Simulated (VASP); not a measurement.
# BN (Qingsongite) (F-43m) in VASP: further runs

BN (Qingsongite) is run at these levels: r2SCAN; tasks: single point.

All numbers are computed with VASP 6.6.1; they aren't measurements. Logs are shortened: lines on timing, memory, paths and dates and some standing lists are left out, and cuts for length are marked.

**1. The cell of the first run**

Symmetry: F-43m, No. 216, cubic system. Conventional cell: a = 3.645 Å, b = 3.645 Å, c = 3.645 Å, α = 90.00°, β = 90.00°, γ = 90.00°. Within 2.1 Å of B (site symmetry -43m) lie 4 N at 1.58 Å. Within 2.1 Å of N (site symmetry -43m) lie 4 B at 1.58 Å.

**2. Single point, r2SCAN**

Contents of POSCAR:

```
BN
1.0
    0.0000000000      1.8224386940      1.8224386940
    1.8224386940      0.0000000000      1.8224386940
    1.8224386940      1.8224386940      0.0000000000
B N
1 1
Direct
    0.0000000000      0.0000000000      0.0000000000
    0.2500000000      0.2500000000      0.2500000000
```

Contents of INCAR.step1:

```
PREC     = Accurate       # precision mode
ENCUT    = 520            # plane-wave cutoff, eV
ISMEAR   = 0              # smearing method
SIGMA    = 0.01           # smearing width, eV
LREAL    = F              # projectors in reciprocal space
LASPH    = T              # aspherical terms in the spheres
NELM     = 80             # most SCF steps
NBANDS   = 11             # bands
GGA      = PE             # functional
ALGO     = Normal         # electronic algorithm
EDIFF    = 1E-4           # SCF threshold, eV
LWAVE    = T              # write WAVECAR
LCHARG   = F              # write CHGCAR
```

Contents of INCAR.step2:

```
PREC     = Accurate       # precision mode
ENCUT    = 520            # plane-wave cutoff, eV
EDIFF    = 1E-6           # SCF threshold, eV
ISMEAR   = 0              # smearing method
SIGMA    = 0.01           # smearing width, eV
LREAL    = F              # projectors in reciprocal space
LASPH    = T              # aspherical terms in the spheres
NELM     = 80             # most SCF steps
ALGO     = Normal         # electronic algorithm
ISIF     = 2              # what is computed and relaxed
LWAVE    = F              # write WAVECAR
LCHARG   = F              # write CHGCAR
METAGGA  = R2SCAN         # meta-GGA
LMIXTAU  = T            
NBANDS   = 11             # bands
ISTART   = 1
```

Contents of KPOINTS:

```
regular mesh
0
Gamma
  10 10 10
```

Potentials or basis: VASP PAW PBE potentials, release 64 (B, N).

Run with:

```console
cat potpaw_PBE.64/B/POTCAR potpaw_PBE.64/N/POTCAR > POTCAR
cp INCAR.step1 INCAR
mpirun -np 1 vasp_std > vasp.out
cp INCAR.step2 INCAR
mpirun -np 1 vasp_std > vasp.out
```

OUTCAR:

```text
PREC = Accurate
   ENCUT = 520
   EDIFF = 1E-6
   ISMEAR = 0
   LREAL = F
   LASPH = T
   NELM = 80
   ISIF = 2
   METAGGA = R2SCAN
   ISTART = 1

 ion  position               nearest neighbor table
   1  0.000  0.000  0.000-   2 1.58   2 1.58   2 1.58   2 1.58
   2  0.250  0.250  0.250-   1 1.58   1 1.58   1 1.58   1 1.58

  LATTYP: Found a face centered cubic cell.
 ALAT       =     3.6448773880

  Lattice vectors:

 A1 = (   0.0000000000,   1.8224386940,   1.8224386940)
 A2 = (   1.8224386940,   0.0000000000,   1.8224386940)
 A3 = (   1.8224386940,   1.8224386940,   0.0000000000)

Analysis of symmetry for initial positions (statically):
=====================================================================
 Subroutine PRICEL returns:
 Original cell was already a primitive cell.

 Routine SETGRP: Setting up the symmetry group for a
 face centered cubic supercell.

 Subroutine GETGRP returns: Found 24 space group operations
 (whereof 24 operations were pure point group operations)
 out of a pool of 48 trial point group operations.

The static configuration has the point symmetry T_d .

Analysis of symmetry for dynamics (positions and initial velocities):
=====================================================================
 Subroutine PRICEL returns:
 Original cell was already a primitive cell.

 Routine SETGRP: Setting up the symmetry group for a
 face centered cubic supercell.

 Subroutine GETGRP returns: Found 24 space group operations
 (whereof 24 operations were pure point group operations)
 out of a pool of 48 trial point group operations.

The dynamic configuration has the point symmetry T_d .

 Subroutine INISYM returns: Found 24 space group operations
 (whereof 24 operations are pure point group operations),
 and found     1 'primitive' translations

----------------------------------------------------------------------------------------

                                     Primitive cell

  volume of cell :      12.1057

  direct lattice vectors                    reciprocal lattice vectors
     0.000000000  1.822438694  1.822438694    -0.274357651  0.274357651  0.274357651
     1.822438694  0.000000000  1.822438694     0.274357651 -0.274357651  0.274357651
     1.822438694  1.822438694  0.000000000     0.274357651  0.274357651 -0.274357651

  length of vectors
     2.577317518  2.577317518  2.577317518     0.475201392  0.475201392  0.475201392

  position of ions in fractional coordinates (direct lattice)
     0.000000000  0.000000000  0.000000000
     0.250000000  0.250000000  0.250000000

  ion indices of the primitive-cell ions
   primitive index   ion index
                 1           1
                 2           2

----------------------------------------------------------------------------------------

 KPOINTS: regular mesh

Automatic generation of k-mesh.
 Grid dimensions read from file:
 generate k-points for:   10   10   10

 Generating k-lattice:

  Cartesian coordinates                     Fractional coordinates (reciprocal lattice)
    -0.027435765  0.027435765  0.027435765     0.100000000  0.000000000  0.000000000
     0.027435765 -0.027435765  0.027435765     0.000000000  0.100000000  0.000000000
     0.027435765  0.027435765 -0.027435765     0.000000000  0.000000000  0.100000000

  Length of vectors
     0.047520139  0.047520139  0.047520139

  Shift w.r.t. Gamma in fractional coordinates (k-lattice)
     0.000000000  0.000000000  0.000000000

 Subroutine IBZKPT returns following result:
 ===========================================

 Found     47 irreducible k-points:

 Following reciprocal coordinates:
            Coordinates               Weight
  0.000000  0.000000  0.000000      1.000000
  0.100000  0.000000  0.000000      8.000000
  0.200000  0.000000  0.000000      8.000000
  0.300000  0.000000  0.000000      8.000000
  0.400000  0.000000  0.000000      8.000000
  0.500000  0.000000  0.000000      4.000000
[... 16 lines left out ...]
  0.300000  0.300000  0.000000      6.000000
  0.400000  0.300000  0.000000     24.000000
 [... further k-points ...]
   k-points           NKPTS =     47   k-points in BZ     NKDIM =     47   number of bands    NBANDS=     11
   number of dos      NEDOS =    301   number of ions     NIONS =      2
   total plane-waves  NPLWV =   8000
   dimension x,y,z NGX =    20 NGY =   20 NGZ =   20
   dimension x,y,z NGXF=    40 NGYF=   40 NGZF=   40
   ions per type =               1   1
   NGX,Y,Z   is equivalent  to a cutoff of  12.90, 12.90, 12.90 a.u.
   NGXF,Y,Z  is equivalent  to a cutoff of  25.80, 25.80, 25.80 a.u.
 SYSTEM =  unknown system
   PREC   = accura    normal or accurate (medium, high low for compatibility)
   ISTART =      1    job   : 0-new  1-cont  2-samecut
   ICHARG =      0    charge: 1-file 2-atom 10-const
   ISPIN  =      1    spin polarized calculation?
   LNONCOLLINEAR =      F non collinear calculations
   LSORBIT =      F    spin-orbit coupling
   LASPH  =      T    aspherical Exc in radial PAW
   ENCUT  =  520.0 eV  38.22 Ry    6.18 a.u.   4.79  4.79  4.79*2*pi/ulx,y,z
   NELM   =     80;   NELMIN=  2; NELMDL=  0     # of ELM steps
   EDIFF  = 0.1E-05   stopping-criterion for ELM
   LREAL  =      F    real-space projection
   EDIFFG = 0.1E-04   stopping-criterion for IOM
   NSW    =      0    number of steps for IOM
   IBRION =     -1    ionic relax: 0-MD 1-quasi-New 2-CG
   NFREE  =      0    steps in history (QN), initial steepest desc. (CG)
   ISIF   =      2    stress and relaxation
   ISYM   =      2    0-nonsym 1-usesym 2-fastsym
   POTIM  = 0.5000    time-step for ionic-motion
   TEBEG  =    0.0;   TEEND  =   0.0 temperature during run
   PSTRESS=    0.0 pullay stress
   NELECT =       8.0000    total number of electrons
   NUPDOWN=      -1.0000    fix difference up-down
   EMIN   =  10.00;   EMAX   =-10.00  energy-range for DOS
   EFERMI =   0.00;   METHOD = LEGACY
   ISMEAR =     0;   SIGMA  =   0.01  broadening in eV -4-tet -1-fermi 0-gaus
   EFERMI_NEDOS =   21; number of points for ismear=-14 and -15
   IALGO  =     38    algorithm
   IMIX   =      4    mixing-type and parameters
     AMIX     =   0.40;   BMIX     =  1.00
     AMIX_MAG =   1.60;   BMIX_MAG =  1.00
  volume/ion in A,a.u.               =       6.05        40.85
  Fermi-wavevector in a.u.,A,eV,Ry     =   1.425964  2.694681 27.665724  2.033373
  Thomas-Fermi vector in A             =   2.546292
   LORBIT       =      0    0 simple, 1 ext, 2 COOP (PROOUT), +10 PAW based schemes
   METAGGA = R2SCAN    functional components
   LHFCALC =     F    Hartree Fock is set to
   AEXX    =    0.0000 exact exchange contribution
   IVDW    =     0    specifies the selected vdW correction
   LEPSILON=     F    determine dielectric tensor
   LRPA    =     F    only Hartree local field effects (RPA)
 non-spin polarized calculation
 Gauss-broadening in eV      SIGMA  =   0.01
  energy-cutoff  :      520.00
  volume of cell :       12.11
 maximum number of plane-waves:       332
   NGX =  9   NGY =  9   NGZ =  9

 number of electron       8.0000000 magnetization

 Free energy of the ion-electron system (eV)
  ---------------------------------------------------
  ext. energy  EPLUGINS =         0.00000000
  ---------------------------------------------------
  free energy    TOTEN  =       -19.16272913 eV

  energy without entropy =      -19.16272913  energy(sigma->0) =      -19.16272913

 E-fermi :   7.0919     XC(G=0): -13.5158

 val. band max:        6.9418637131   @ k =   0.0000   0.0000   0.0000
 cond. band min:      11.8869846542   @ k =   0.5000   0.5000   0.0000
 fundamental gap:      4.9451209411
 Fermi energy:         7.0918540365

 k-point     1 :       0.0000    0.0000    0.0000
  band No.  band energies     occupation
      1     -14.0656      2.00000
      2       6.9419      2.00000
      3       6.9419      2.00000
      4       6.9419      2.00000
      5      16.3469      0.00000
      6      16.3469      0.00000
      7      16.3469      0.00000
      8      17.5823      0.00000
      9      32.5898      0.00000
     10      35.3820      0.00000
     11      35.3820      0.00000

 k-point     2 :       0.1000    0.0000    0.0000
  band No.  band energies     occupation
      1     -13.8190      2.00000
      2       5.6365      2.00000
      3       6.6870      2.00000
      4       6.6870      2.00000
      5      16.5764      0.00000
      6      16.7393      0.00000
      7      16.7393      0.00000
      8      18.4552      0.00000
      9      32.3749      0.00000
     10      32.9097      0.00000
     11      32.9097      0.00000

 k-point     3 :       0.2000    0.0000    0.0000
  band No.  band energies     occupation
      1     -13.0951      2.00000
      2       2.8495      2.00000
      3       6.1107      2.00000
      4       6.1107      2.00000
      5      16.8662      0.00000
      6      17.5545      0.00000
      7      17.5546      0.00000
      8      20.2833      0.00000
      9      31.4191      0.00000
     10      31.4191      0.00000
     11      31.7207      0.00000

 k-point     4 :       0.3000    0.0000    0.0000
  band No.  band energies     occupation
      1     -11.9597      2.00000
      2      -0.1699      2.00000
      3       5.5232      2.00000
      4       5.5232      2.00000
      5      17.1349      0.00000
      6      18.1342      0.00000
      7      18.1342      0.00000
      8      21.8534      0.00000
      9      31.2069      0.00000
     10      31.7094      0.00000
     11      31.7094      0.00000

 k-point     5 :       0.4000    0.0000    0.0000
  band No.  band energies     occupation
      1     -10.6332      2.00000
      2      -2.7385      2.00000
      3       5.1169      2.00000
      4       5.1169      2.00000
      5      17.3264      0.00000
      6      18.2792      0.00000
      7      18.2792      0.00000
      8      22.7816      0.00000
      9      31.2426      0.00000
     10      33.4806      0.00000
     11      33.4806      0.00000
[... 211 lines left out ...]
 k-point    21 :      -0.3000    0.2000    0.0000
  band No.  band energies     occupation
      1     -10.3548      2.00000
      2      -1.3865      2.00000
      3       1.8688      2.00000
      4       4.8382      2.00000
      5      17.2959      0.00000
      6      19.6143      0.00000
      7      19.9722      0.00000
      8      22.4072      0.00000
      9      29.5912      0.00000
     10      30.1609      0.00000
     11      34.7399      0.00000

 k-point    22 :      -0.2000    0.2000    0.0000
  band No.  band energies     occupation
      1     -11.5831      2.00000
      2       0.6063      2.00000
      3       2.6060      2.00000
      4       5.6310      2.00000
      5      18.0514      0.00000
      6      18.5512      0.00000
      7      19.0623      0.00000
      8      21.2231      0.00000
      9      28.9974      0.00000
     10      30.3544      0.00000
     11      34.6922      0.00000

 k-point    23 :       0.3000    0.3000    0.0000
  band No.  band energies     occupation
      1     -11.2697      2.00000
      2       1.4870      2.00000
      3       3.2343      2.00000
      4       3.2343      2.00000
      5      13.5861      0.00000
      6      18.2068      0.00000
      7      22.4617      0.00000
      8      22.4617      0.00000
      9      26.4996      0.00000
     10      35.3795      0.00000
     11      39.6028      0.00000

 k-point    24 :       0.4000    0.3000    0.0000
  band No.  band energies     occupation
      1     -10.2700      2.00000
      2      -0.0795      2.00000
      3       2.3673      2.00000
      4       2.8163      2.00000
      5      13.5457      0.00000
      6      18.0680      0.00000
      7      23.1986      0.00000
      8      23.3413      0.00000
      9      27.5525      0.00000
     10      35.0793      0.00000
     11      39.7048      0.00000

 [... further k-points ...]

------------------------ aborting loop because EDIFF is reached ----------------------------------------

  FORCE on cell =-STRESS in cart. coord.  units (eV):
  Direction    XX          YY          ZZ          XY          YZ          ZX
  --------------------------------------------------------------------------------------
  -------------------------------------------------------------------------------------
  Total       -0.7401796     -0.7401796     -0.7401796     -0.0000000     -0.0000000      0.0000000
  in kB      -97.9622844    -97.9622844    -97.9622844     -0.0000000     -0.0000000      0.0000000
  external PRESSURE =     -97.9622844 kB  Pullay stress =       0.0000000 kB

 VOLUME and BASIS-vectors are now :
 -----------------------------------------------------------------------------
  energy-cutoff  :      520.00
  volume of cell :       12.11
      direct lattice vectors                 reciprocal lattice vectors
     0.000000000  1.822438694  1.822438694    -0.274357651  0.274357651  0.274357651
     1.822438694  0.000000000  1.822438694     0.274357651 -0.274357651  0.274357651
     1.822438694  1.822438694  0.000000000     0.274357651  0.274357651 -0.274357651

 POSITION                                       TOTAL-FORCE (eV/Angst)
 -----------------------------------------------------------------------------------
      0.00000      0.00000      0.00000        -0.000000     -0.000000     -0.000000
      0.91122      0.91122      0.91122         0.000000      0.000000      0.000000
 -----------------------------------------------------------------------------------
    total drift:                                0.000000      0.000000      0.000000

  FREE ENERGIE OF THE ION-ELECTRON SYSTEM (eV)
  ---------------------------------------------------
  free  energy   TOTEN  =       -19.1627291312 eV

  energy  without entropy=      -19.1627291312  energy(sigma->0) =      -19.16272913
```

Wall time 27 s (1 thread of Intel Xeon Platinum 8488C (Sapphire Rapids), shared host); peak memory 0.12 GiB.

Results:

| Item | Value |
| --- | --- |
| Free energy | -19.1627 eV |
| Pressure | -9.8 GPa |
| Band gap on the k mesh | 4.95 eV, indirect (least direct gap 9.40 eV) |

Levels at points of the mesh, in eV from the valence-band top:
| k point | band 1 | band 2 | band 3 | band 4 | band 5 | band 6 | band 7 | band 8 | band 9 |
| --- | --- | --- | --- | --- | --- | --- | --- | --- | --- |
| (0.00, 0.00, 0.00) | -21.01 | 0.00 | 0.00 | 0.00 | 9.41 | 9.41 | 9.41 | 10.64 | 25.65 |
| (0.50, 0.00, 0.00) | -16.83 | -10.85 | -1.97 | -1.97 | 10.45 | 11.33 | 11.33 | 16.13 | 24.50 |
| (0.50, 0.50, 0.00) | -15.45 | -9.16 | -4.97 | -4.97 | 4.95 | 9.67 | 18.87 | 18.87 | 21.76 |

Caveat: the PAW data sets were made with another functional, which shifts forces and pressure a little.

(Part 1 of 2 ends here.)
